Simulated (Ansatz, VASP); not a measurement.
## Mo: VASP beside Ansatz

Contents of INCAR:

```
SYSTEM = Mo
PREC = Accurate
ENCUT = 520
EDIFF = 1E-6
ISMEAR = 0
SIGMA = 0.1
LREAL = .False.
LASPH = .True.
NELM = 100
ALGO = Normal
ISIF = 2
LWAVE = .False.
LCHARG = .False.
GGA = PE
NBANDS = 13
```

Contents of KPOINTS:

```
Automatic mesh
0
Gamma
  24 24 24
  0 0 0
```

POSCAR

```
Mo
1.0
   -1.5644603104      1.5644603104      1.5644603104
    1.5644603104     -1.5644603104      1.5644603104
    1.5644603104      1.5644603104     -1.5644603104
Mo
1
Direct
    0.0000000000      0.0000000000      0.0000000000
```

Input for Ansatz:

```yaml
crystal:
  lattice:
    - [-1.5644603104, 1.5644603104, 1.5644603104]
    - [1.5644603104, -1.5644603104, 1.5644603104]
    - [1.5644603104, 1.5644603104, -1.5644603104]
  atoms:
    - { symbol: Mo, position: [0.0, 0.0, 0.0] }
basis:
  ecutwfc: 420
kpoints:
  mp_grid: { grid: [24, 24, 24] }
hamiltonian:
  xc: pbe
scf:
  occupations: { method: gaussian, width: 0.1 }
output:
  forces: true
  stress: true
  eigenvalues: true
```

Alike in both runs: task single point; functional PBE; k mesh 24 × 24 × 24; occupations gaussian, width 0.1 eV; no spin polarisation.

|  | VASP | Ansatz |
| --- | --- | --- |
| version | VASP 6.6.1 | Ansatz 0.2.0 |
| potentials or method | VASP PAW PBE potentials, release 64 (Mo_sv), cutoff 520 eV | scalar-relativistic, plane waves, PAW |
| valence electrons in the cell | 14 | 14 |

|  | VASP | Ansatz | Ansatz less VASP |
| --- | --- | --- | --- |
| gap on the k mesh at the Fermi level (eV) | none | none | - |
| pressure (GPa) | 9.0 | 8.4 | -0.58 |

A gap of «none» marks a metal or a gap that the smearing closes. With one functional, cell and mesh, what is left measures potentials, basis and numerics.
